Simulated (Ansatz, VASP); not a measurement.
# Sb in VASP and in Ansatz

File INCAR:

```
SYSTEM = Sb
ALGO = Normal
EDIFF = 1E-7
ENCUT = 520
GGA = CA
ISIF = 2
ISMEAR = 1
LASPH = .True.
LCHARG = .False.
LREAL = .False.
LWAVE = .False.
NBANDS = 12
NELM = 60
PREC = Accurate
SIGMA = 0.6
```

Contents of KPOINTS:

```
k-points
0
Gamma
  9 9 9
  0 0 0
```

Contents of POSCAR:

```
Sb
1.0
    2.1456002536      1.2387628840      3.6587425366
   -2.1456002536      1.2387628840      3.6587425366
    0.0000000000     -2.4775257680      3.6587425366
Sb
2
Direct
    0.2359371474      0.2359371474      0.2359371474
    0.7640628526      0.7640628526      0.7640628526
```

Input for Ansatz:

```yaml
crystal:
  lattice:
    - [2.1456002536, 1.238762884, 3.6587425366]
    - [-2.1456002536, 1.238762884, 3.6587425366]
    - [0.0, -2.477525768, 3.6587425366]
  atoms:
    - { symbol: Sb, position: [0.2359371474, 0.2359371474, 0.2359371474] }
    - { symbol: Sb, position: [0.7640628526, 0.7640628526, 0.7640628526] }
hamiltonian:
  xc: lda
  pseudopotentials:
    kind: paw
    azcp:
      Sb: "pseudopotentials/Sb.paw.azcp"
basis:
  ecutwfc: 420
  fft_grid_basis: typed
kpoints:
  mp_grid: { grid: [9, 9, 9], shift: [0, 0, 0] }
magnetization:
  spin_polarized: false
scf:
  occupations: { method: cold, width: 0.6 }
  lower_state_search: "off"
output:
  stress: true
```

Alike in both runs: task single point; functional LDA; k mesh 9 × 9 × 9; no spin polarisation.

|  | VASP | Ansatz |
| --- | --- | --- |
| version | VASP 6.6.1 | Ansatz 0.2.0 |
| potentials or method | VASP PAW LDA potentials, release 64 (Sb), cutoff 520 eV | plane waves (420 eV) with PAW, scalar-relativistic |
| occupations | methfessel-paxton of order 1, width 0.6 eV | cold, width 0.6 eV |
| valence electrons in the cell | 10 | 30 |

VASP gave:

```
pressure (GPa)                                                : 0.2
traceless stress, the component that is largest in VASP (GPa) : -0.03
```

Task: Estimate Ansatz's values.

Result: Pressure (GPa): -0.2; traceless stress, the component that is largest in VASP (GPa): 0.35.

Ansatz warns that its potentials were made for another functional, while VASP's fit it. LDA's correlation is that of Perdew and Zunger in VASP and of Perdew and Wang (1992) in Ansatz. VASP's potentials hold 10 valence electrons a cell and Ansatz's 30, so a difference there can come from the potentials and not from the codes.

Neither program's run includes spin-orbit coupling.
